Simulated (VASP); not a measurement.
Crystal: Dy5C.

```xyz
6
Lattice="4.9974 0.0000 0.0000 -2.4987 4.3278 0.0000 0.0000 0.0000 6.7837" Properties=species:S:1:pos:R:3 pbc="T T T"
Dy    2.4987    1.4426    5.3998
Dy    0.0000    0.0000    0.0000
Dy    2.4987    1.4426    1.3839
Dy    0.0000    2.8852    1.3839
Dy    0.0000    2.8852    5.3998
C     0.0000    0.0000    3.3918
```

The cell was generated, and may not be a known phase.

| Quantity | Value |
| --- | --- |
| Program | VASP 6.6.1 |
| Task | relaxation of cell and atoms |
| Functional | PBE |
| Potentials or basis | VASP PAW PBE potentials, release 64 (Dy_3, C), 4f in core |
| Cutoff | 600 eV |
| k mesh | 4 × 4 × 3 |
| Occupations | gaussian, width 0.2 eV |
| Spin | no spin polarisation |

At the start: pressure 10.6 GPa; volume 24.45 Å³/atom.

**Question.** How do energy, volume and symmetry change on relaxing?

**Answer.** Over 12 steps the energy falls by 577.6 meV/atom and the volume is 25.90 Å³/atom (+5.9 %); space group P6/mmm (No. 191, to 0.1 Å) before and after.

The path:
```csv
step,energy change (eV),largest force (eV/Å),pressure (GPa),volume (Å³)
1,0.0000,3.4234,10.58,146.72
2,-2.3048,0.9819,-3.32,183.36
3,-2.3063,0.9479,-3.48,184.12
4,-2.9711,0.8028,-2.61,172.48
5,-1.8470,2.8098,8.91,138.22
6,-3.1998,0.8866,-1.17,164.83
7,-3.3213,0.0921,1.84,151.45
8,-3.3835,0.5195,0.39,156.77
9,-3.3858,0.4472,0.65,155.70
10,-3.4390,0.0110,-0.22,156.82
11,-3.4406,0.0770,-0.39,157.06
12,-3.4655,0.0107,-0.23,155.39
```

Final structure:
```
Dy C
1.0
     5.42468    0.00000    0.00000
    -2.71234    4.69791    0.00000
     0.00000    0.00000    6.09739
Dy C
5 1
Direct
  0.66667 0.33333 0.74173
  0.00000 0.00000 0.00000
  0.66667 0.33333 0.25827
  0.33333 0.66667 0.25827
  0.33333 0.66667 0.74173
  0.00000 0.00000 0.50000
```

Caveat: the k points lie up to 0.34 Å⁻¹ apart in the final cell, too coarse for converged energies and pressures of a metal.
